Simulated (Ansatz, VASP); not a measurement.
AlN: VASP beside Ansatz

```
Al N
1.0
     0.00000    2.20126    2.20126
     2.20126    0.00000    2.20126
     2.20126    2.20126    0.00000
Al N
1 1
Cartesian
  0.0000 0.0000 0.0000
  1.1006 1.1006 1.1006
```

Alike in both runs: functional PBE; k mesh 10 × 10 × 10; occupations gaussian, width 0.02 eV; no spin polarisation.

Ansatz relaxed the structure, and its values are those at the end. VASP's run is a single point on that final structure, the one shown.

```csv
,VASP,Ansatz
version,VASP 6.6.1,Ansatz 0.2.0
potentials or method,"VASP PAW PBE potentials, release 64 (Al, N), cutoff 600 eV","scalar-relativistic, plane waves, PAW"
valence electrons in the cell,8,8
```

```tsv
	VASP	Ansatz	Ansatz less VASP
gap on the k mesh at the Fermi level (eV)	3.31	3.31	+0.006
least direct gap on the mesh (eV)	3.99	3.98	-0.008
pressure (GPa)	-0.3	0.0	+0.32
```

With one functional, cell and mesh, what is left measures potentials, basis and numerics.
